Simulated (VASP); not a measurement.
# Sn2TeS3 (R-3m) in VASP: further runs, part 3 of 3

VASP 6.6.1.

### 5 Single point, PBE

This run uses another cell than the first one, of 26.57 Å³/atom.

Input file INCAR:

```
PREC     = Accurate       # precision mode
ENCUT    = 520            # plane-wave cutoff, eV
EDIFF    = 1E-6           # SCF threshold, eV
ISMEAR   = 0              # smearing method
SIGMA    = 0.1            # smearing width, eV
LREAL    = F              # projectors in reciprocal space
LASPH    = T              # aspherical terms in the spheres
NELM     = 100            # most SCF steps
ALGO     = Normal         # electronic algorithm
ISIF     = 2              # what is computed and relaxed
LWAVE    = F              # write WAVECAR
LCHARG   = F              # write CHGCAR
GGA      = PE             # functional
NBANDS   = 35             # bands
```

Input file KPOINTS:

```
Automatic mesh
0
Gamma
  6 6 6
```

Input file POSCAR:

```
Sn2TeS3
1.0
    2.4805286808      1.4321339016      7.4790731577
   -2.4805286808      1.4321339016      7.4790731577
    0.0000000000     -2.8642678032      7.4790731576
Sn Te S
2 1 3
Direct
    0.0894347610      0.0894347610      0.0894347610
    0.9105652390      0.9105652390      0.9105652390
    0.5000000000      0.5000000000      0.5000000000
    0.0000000000      0.5000000000      0.5000000000
    0.5000000000      0.0000000000      0.5000000000
    0.5000000000      0.5000000000      0.0000000000
```

Command:

```console
$ cat potpaw_PBE.64/Sn_d/POTCAR potpaw_PBE.64/Te/POTCAR potpaw_PBE.64/S/POTCAR > POTCAR
$ mpirun -np 1 vasp_std > vasp.out
```

It took 3.6 min on 1 thread of AMD EPYC 9R45 (Zen 5), shared host; peak memory 0.51 GiB.

It converged, with:

* Free energy: -21.9146 eV
* Pressure: -0.3 GPa
* Band gap on the k mesh: zero (bands 26 and 27 overlap by 2.38 eV)

Stress tensor (GPa, compression positive):
```
-0.24  0.00  0.00
 0.00 -0.24  0.00
 0.00  0.00 -0.42
```

Levels at points of the mesh, in eV from the Fermi level:
| k point | band 22 | band 23 | band 24 | band 25 | band 26 | band 27 | band 28 | band 29 | band 30 | band 31 |
| --- | --- | --- | --- | --- | --- | --- | --- | --- | --- | --- |
| (0.00, 0.00, 0.00) | -2.03 | -1.01 | -1.01 | -0.73 | -0.73 | 0.17 | 0.17 | 2.60 | 2.88 | 2.88 |
| (0.50, 0.00, 0.00) | -2.55 | -2.20 | -2.13 | -1.55 | -1.07 | -0.43 | 0.35 | 1.54 | 1.60 | 2.95 |
| (0.50, 0.50, 0.00) | -2.22 | -2.20 | -2.09 | -2.08 | -2.04 | -1.52 | 1.16 | 2.04 | 2.42 | 2.84 |
| (0.50, 0.50, 0.50) | -1.97 | -1.58 | -1.28 | -1.28 | 0.86 | 1.16 | 1.16 | 1.55 | 1.55 | 1.56 |

Caveat: spin-orbit coupling is left out, which moves the levels of the heavy elements.

### 6 Relaxation of cell and atoms, PBE

Input file INCAR:

```
ALGO = Normal ; EDIFF = 1E-7
EDIFFG = -0.04 ; ENCUT = 600
GGA = PE ; IBRION = 2
ISIF = 3 ; ISMEAR = 0
LASPH = True ; LCHARG = False
LREAL = False ; LWAVE = False
NELM = 100 ; NSW = 90
PREC = Accurate ; SIGMA = 0.1
```

Input file KPOINTS:

```
k-points
0
Gamma
  6 6 6
```

Input file POSCAR:

```
Sn2TeS3
1.0
    2.7626649382      1.5950253457      5.4166685910
   -2.7626649382      1.5950253457      5.4166685910
    0.0000000000     -3.1900506915      5.4166685910
Sn Te S
2 1 3
Direct
    0.0902833965      0.0902833965      0.0902833965
    0.9097166035      0.9097166035      0.9097166035
    0.5000000000      0.5000000000      0.5000000000
    0.0000000000      0.5000000000      0.5000000000
    0.5000000000      0.0000000000      0.5000000000
    0.5000000000      0.5000000000      0.0000000000
```

Potentials or basis: VASP PAW PBE potentials, release 64 (Sn_d, Te, S).

Command:

```console
$ cat potpaw_PBE.64/Sn_d/POTCAR potpaw_PBE.64/Te/POTCAR potpaw_PBE.64/S/POTCAR > POTCAR
$ mpirun -np 1 vasp_std > vasp.out
```

It took 24 min on 1 thread of AMD EPYC 9R45 (Zen 5), shared host; peak memory 0.45 GiB.

Results (log left out):

| Property | Result |
| --- | --- |
| Free energy | -21.9060 eV |
| Relaxed volume | 26.37 Å³/atom |
| Relaxed cell | a = 7.964 Å, b = 7.964 Å, c = 7.964 Å, α = 36.28°, β = 36.28°, γ = 36.28° |
| Space group after relaxing (to 0.1 Å) | R-3m (No. 166) |
| Energy gained by relaxing | 211.3 meV/atom |
| Ionic steps | 17 |
| Pressure after relaxing | -0.1 GPa |
| Largest force after relaxing | 0.019 eV/Å |
| Band gap on the k mesh | zero (bands 26 and 27 overlap by 2.37 eV) |

Forces on the atoms (eV/Å):
```
Sn   0.000  0.000 -0.019
Sn   0.000  0.000  0.019
Te   0.000  0.000  0.000
S    0.000  0.000  0.000
S    0.000  0.000  0.000
S    0.000  0.000  0.000
```

Stress tensor (GPa, compression positive):
```
-0.04  0.00  0.00
 0.00 -0.04  0.00
 0.00  0.00 -0.15
```

Step by step:
| step | energy change (eV) | largest force (eV/Å) | pressure (GPa) | volume (Å³) |
| --- | --- | --- | --- | --- |
| 1 | 0.0000 | 0.6466 | 0.33 | 143.21 |
| 2 | -0.1395 | 0.1645 | -0.10 | 144.16 |
| 3 | -0.2237 | 0.1658 | -0.04 | 145.13 |
| 4 | -0.3766 | 0.4216 | 0.23 | 146.38 |
| 5 | -0.7893 | 0.8889 | 2.77 | 146.28 |
| 6 | -0.8180 | 0.7963 | 1.80 | 146.59 |
| 7 | -0.8141 | 0.8476 | 2.23 | 146.46 |
| 8 | -0.9225 | 0.7452 | -0.39 | 157.80 |
| 9 | -0.9226 | 0.7536 | -0.30 | 157.33 |
| 10 | -0.9973 | 0.7229 | -0.04 | 156.45 |
| 11 | -1.1729 | 0.4777 | 0.96 | 153.82 |
| 12 | -0.9932 | 0.8282 | 4.63 | 148.60 |
| 13 | -1.2127 | 0.2458 | 1.67 | 152.50 |
| 14 | -1.2588 | 0.1161 | 0.53 | 156.09 |
| 15 | -1.2674 | 0.0310 | -0.17 | 158.59 |
| 16 | -1.2674 | 0.0355 | -0.14 | 158.46 |
| 17 | -1.2678 | 0.0190 | -0.07 | 158.22 |

Final structure:
```
Sn Te S
1.0
     2.47915    1.43134    7.43144
    -2.47915    1.43134    7.43144
     0.00000   -2.86268    7.43144
Sn Te S
2 1 3
Direct
  0.08985 0.08985 0.08985
  0.91015 0.91015 0.91015
  0.50000 0.50000 0.50000
  0.00000 0.50000 0.50000
  0.50000 0.00000 0.50000
  0.50000 0.50000 0.00000
```

Levels at points of the mesh, in eV from the Fermi level:
```csv
k point,band 22,band 23,band 24,band 25,band 26,band 27,band 28,band 29,band 30,band 31
"(0.00, 0.00, 0.00)",-2.07,-1.01,-1.01,-0.75,-0.72,0.14,0.14,2.61,2.92,3.23
"(0.50, 0.00, 0.00)",-2.56,-2.20,-2.14,-1.54,-1.06,-0.40,0.36,1.57,1.61,2.97
"(0.50, 0.50, 0.00)",-2.22,-2.20,-2.11,-2.09,-2.04,-1.51,1.14,2.05,2.46,2.89
"(0.50, 0.50, 0.50)",-2.01,-1.58,-1.28,-1.28,0.86,1.14,1.14,1.57,1.58,1.58
```

Caveat: a cell axis changed by over 15 % at a fixed basis, so the end point is rough; spin-orbit coupling is left out, which moves the levels of the heavy elements.

### 7 Overview

| task | cell | k mesh | cutoff (eV) | gap on the mesh (eV) | pressure (GPa) | relaxed volume (Å³/atom) | largest force (eV/Å) |
| --- | --- | --- | --- | --- | --- | --- | --- |
| single point | a = 6.286 Å, angles 52.1°, 6 atoms, atomic positions A | 3 × 3 × 3 | 520 | none | 0.0 | - | 0.01 |
| single point | a = 6.360 Å, angles 59.1°, 6 atoms, atomic positions B | 3 × 3 × 3 | 520 | none | -8.2 | - | 0.03 |
| relaxation of cell and atoms | relaxed from a = 6.360 Å, angles 59.1°, 6 atoms, atomic positions B | 3 × 3 × 3 | 600 | none | 0.0 | 23.86 | 0.01 |
| single point | a = 8.009 Å, angles 36.1°, 6 atoms, atomic positions C | 6 × 6 × 6 | 520 | none | -0.3 | - | - |
| relaxation of cell and atoms | relaxed from a = 6.286 Å, angles 52.1°, 6 atoms, atomic positions A | 6 × 6 × 6 | 600 | none | -0.1 | 26.37 | 0.02 |

Alike in all rows: level PBE; potentials or basis VASP PAW PBE potentials, release 64 (Sn_d, Te, S); no spin polarisation; smearing gaussian 0.1 eV.

Caveats: some runs use coarse meshes; spin-orbit coupling is left out, which moves the levels of the heavy elements; semilocal functionals underestimate gaps, and a narrow one can read as zero (at least some runs); the volume moved by over 15 % at a fixed basis, so the end points are rough (at least some runs); a cell axis changed by over 15 % at a fixed basis, so the end point is rough (at least some runs).

Absolute energies hang on the potentials; compare differences alone.
